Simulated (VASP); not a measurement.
Runs of VASP 6.6.1 on LiBr. It takes space group Fm-3m (No. 225, cubic). The conventional cell has a = 5.479 Å, b = 5.479 Å, c = 5.479 Å, α = 90.00°, β = 90.00°, γ = 90.00°. Within 3.6 Å of Li (site symmetry m-3m) lie 6 Br at 2.74 Å. Within 3.6 Å of Br (site symmetry m-3m) lie 6 Li at 2.74 Å. 

| level | k mesh | cutoff (eV) | grid for exact exchange (PRECFOCK) | share of exact exchange | screening parameter | gap on the mesh (eV) | pressure (GPa) |
| --- | --- | --- | --- | --- | --- | --- | --- |
| HSE06 | 4 × 4 × 4 | 650 | Normal | 0.25 | 0.2079 1/Å | (a) | -0.1 |
| PBE-based global hybrid with 75 % exact exchange | 4 × 4 × 4 | 650 | Normal | 0.75 | - | (b) | -1.8 |
| PBE | 6 × 6 × 6 | 750 | - | - | - | 4.99 | 0.4 |
| PBE-based screened hybrid with 35 % exact exchange | 4 × 4 × 4 | 650 | Normal | 0.35 | 0.5 1/Å | 5.90 | -0.1 |

Alike in all rows: task single point; potentials or basis VASP PAW PBE potentials, release 64 (Li_sv, Br); no spin polarisation; cell as given; smearing gaussian 0.01 eV.

Task: Estimate the missing entries.

Result: (a) 6.21; (b) 10.94.

Caveats: some runs use coarse meshes; the PAW data sets were made with another functional, which shifts forces and pressure a little (at least some runs).

A k mesh can miss the band edges, and the runs leave out spin-orbit coupling on Br.
